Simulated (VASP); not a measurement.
Wanted: the native input for a VASP 6.6.1 run.

```yaml
Task: single point
Functional: PBE
Potentials_or_basis: VASP PAW PBE potentials, release 64 (Ge_d, Si)
Cutoff: 520 eV
k_mesh: 7 × 7 × 1
Occupations: gaussian, width 0.1 eV
Spin: no spin polarisation
Dipole_correction: yes
Further_INCAR_settings: ALGO = Normal; EDIFF = 1e-06; NBANDS = 38
```

The structure of SiGe4 lies in POSCAR:

```
SiGe4
1.0
    4.0740542171      0.0000000000      0.0000000000
    0.0000000000      4.0740542171      0.0000000000
    0.0000000000      0.0000000000     19.8557569412
Ge Si
4 1
Direct
    0.0000000000      0.5000000000      0.2014529092
    0.0000000000      0.0000000000      0.2739958843
    0.5000000000      0.0000000000      0.3493666172
    0.5000000000      0.5000000000      0.4208228861
    0.5000000000      0.5000000000      0.5386649462
```

The input as run:

INCAR

```
ALGO     = Normal         # electronic algorithm
DIPOL    = 0.5 0.5 0.357
EDIFF    = 1E-6           # SCF threshold, eV
ENCUT    = 520            # plane-wave cutoff, eV
GGA      = PE             # functional
IDIPOL   = 3            
ISIF     = 2              # what is computed and relaxed
ISMEAR   = 0              # smearing method
LASPH    = True           # aspherical terms in the spheres
LCHARG   = False          # write CHGCAR
LDIPOL   = True         
LREAL    = False          # projectors in reciprocal space
LWAVE    = False          # write WAVECAR
NBANDS   = 38             # bands
NELM     = 60             # most SCF steps
PREC     = Accurate       # precision mode
SIGMA    = 0.1            # smearing width, eV
```

KPOINTS

```
k-points
0
Gamma
  7 7 1
```

Potentials or basis: VASP PAW PBE potentials, release 64 (Ge_d, Si).

The run is started by

```sh
$ cat potpaw_PBE.64/Ge_d/POTCAR potpaw_PBE.64/Si/POTCAR > POTCAR
$ mpirun -np 1 vasp_std > vasp.out
```

Results of the run:

```
Largest force          : 0.228 eV/Å
Band gap on the k mesh : zero (band 30 reaches -0.87 eV, above the bottom of band 31 at -1.98 eV)
```

Wall time 3.4 min on 1 thread of AMD EPYC 9R45 96-Core Processor (Zen 5), on a shared host, peak memory 0.42 GiB.
